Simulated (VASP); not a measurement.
Wanted: the native input for a VASP 6.6.1 run.

```
Task                   : single point
Functional             : PBEsol
Potentials or basis    : VASP PAW PBE potentials, release 64 (Ni, O)
Cutoff                 : 520 eV
k mesh                 : 11 × 11 × 11
Occupations            : fermi-dirac, width 0.05 eV
Spin                   : collinear spin, ferromagnetic start
Starting moments       : [1.0, 0.0] μB
Hubbard terms          : Ni d U = 4.0 eV
Dipole correction      : no
Further INCAR settings : ALGO = Normal; EDIFF = 1e-06; NBANDS = 19
```

The structure of NiO lies in POSCAR:

```
NiO
1.0
    0.0000000000      2.0859016414      2.0859016414
    2.0859016414      0.0000000000      2.0859016414
    2.0859016414      2.0859016414      0.0000000000
Ni O
1 1
Direct
    0.0000000000      0.0000000000      0.0000000000
    0.5000000000      0.5000000000      0.5000000000
```

One way to write it, as run:

INCAR

```
ALGO = Normal
EDIFF = 1E-6
ENCUT = 520
GGA = PS
ISIF = 2
ISMEAR = -1
ISPIN = 2
LASPH = True
LCHARG = True
LDAU = True
LDAUJ = 0 0
LDAUL = 2 -1
LDAUPRINT = 1
LDAUTYPE = 2
LDAUU = 4 0
LELF = True
LMAXMIX = 4
LORBIT = 11
LREAL = False
LVHAR = True
LWAVE = False
MAGMOM = 1 0
NBANDS = 19
NELM = 150
PREC = Accurate
SIGMA = 0.05
```

KPOINTS

```
k-points
0
Gamma
  11 11 11
```

Potentials or basis: VASP PAW PBE potentials, release 64 (Ni, O).

Run with:

```bash
$ cat potpaw_PBE.64/Ni/POTCAR potpaw_PBE.64/O/POTCAR > POTCAR
$ mpirun -np 1 vasp_std > vasp.out
```

Results of the run:

```json
{"Pressure": "-4.5 GPa", "Band gap on the k mesh": "1.16 eV (least direct gap 1.95 eV)", "Net moment": "2.00 μB per cell", "Site moments": "Ni +1.74; O +0.24 μB", "Valence electrons inside the program's atomic spheres": "Ni 9.01; O 4.99"}
```

Caveat: the cell stands under tension; the PAW data sets were made with another functional, which shifts forces and pressure a little; an odd mesh through Γ misses points on the zone boundary, where band edges can lie; a cell with one magnetic atom can't hold antiferromagnetic order, which such compounds often take.

Run time: 15 s on 1 thread of Intel(R) Xeon(R) 6975P-C (Granite Rapids) (shared host), peak memory 0.16 GiB.
